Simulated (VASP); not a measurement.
A run of VASP 6.6.1:

INCAR

```
SYSTEM = Br
PREC     = Accurate       ! precision mode
ENCUT    = 520            ! plane-wave cutoff, eV
EDIFF    = 1E-7           ! SCF threshold, eV
ISMEAR   = 0              ! smearing method
SIGMA    = 0.020999999999999998 ! smearing width, eV
LREAL    = .False.        ! projectors in reciprocal space
LASPH    = .True.         ! aspherical terms in the spheres
NELM     = 100            ! most SCF steps
ALGO     = Normal         ! electronic algorithm
ISIF     = 2              ! what is computed and relaxed
LWAVE    = .False.        ! write WAVECAR
LCHARG   = .False.        ! write CHGCAR
GGA      = PE             ! functional
NBANDS   = 22             ! bands
```

The input KPOINTS:

```
regular mesh
0
Gamma
  7 7 3
  0 0 0
```

The input POSCAR:

```
Br
1.0
    3.3632500000     -2.3225500000      0.0000000000
    3.3632500000      2.3225500000      0.0000000000
    0.0000000000      0.0000000000      8.7023000000
Br
4
Direct
    0.3651000000      0.6349000000      0.3901000000
    0.1349000000      0.8651000000      0.8901000000
    0.6349000000      0.3651000000      0.6099000000
    0.8651000000      0.1349000000      0.1099000000
```

Potentials or basis: VASP PAW PBE potentials, release 64 (Br).

Run with:

```bash
$ cat potpaw_PBE.64/Br/POTCAR > POTCAR
$ mpirun -np 1 vasp_std > vasp.out
```

Hardware: 1 thread of Intel(R) Xeon(R) 6975P-C (Granite Rapids), on a shared host.

**Question.** How long does it take, and how much memory?

**Answer.** Run time: 47 s on 1 thread of Intel(R) Xeon(R) 6975P-C (Granite Rapids), on a shared host, peak memory 0.26 GiB. Counts: scf iterations 14, k points 32.
